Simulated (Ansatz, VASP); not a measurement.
# Two plane-wave programs on Sb

```xyz
3
Lattice="5.5193 0.0000 0.0000 -2.7596 4.7798 0.0000 0.0000 0.0000 3.2926" Properties=species:S:1:pos:R:3 pbc="T T T"
Sb    5.5193    0.0000    3.2926
Sb    0.0000    3.1866    1.6463
Sb    2.7596    1.5933    1.6463
```

Alike in both runs: task single point; functional LDA; k mesh 8 × 8 × 11; occupations fermi-dirac, width 0.1 eV; no spin polarisation.

```csv
,VASP,Ansatz
version,VASP 6.6.1,Ansatz 0.2.0
potentials or method,"VASP PAW LDA potentials, release 64 (Sb), cutoff 520 eV","plane waves (420 eV) with PAW, scalar-relativistic"
valence electrons in the cell,15,45
```

VASP gave:

- pressure (GPa): -6.3
- traceless stress, the component that is largest in VASP (GPa): -0.93

What did Ansatz give for the same quantities?

Pressure (GPa): -6.3; traceless stress, the component that is largest in VASP (GPa): -0.91.

Ansatz warns that its potentials were made for another functional, while VASP's fit it. LDA's correlation is that of Perdew and Zunger in VASP and of Perdew and Wang (1992) in Ansatz. VASP's potentials hold 15 valence electrons a cell and Ansatz's 45, so a difference there can come from the potentials and not from the codes.

Neither program's run includes spin-orbit coupling.
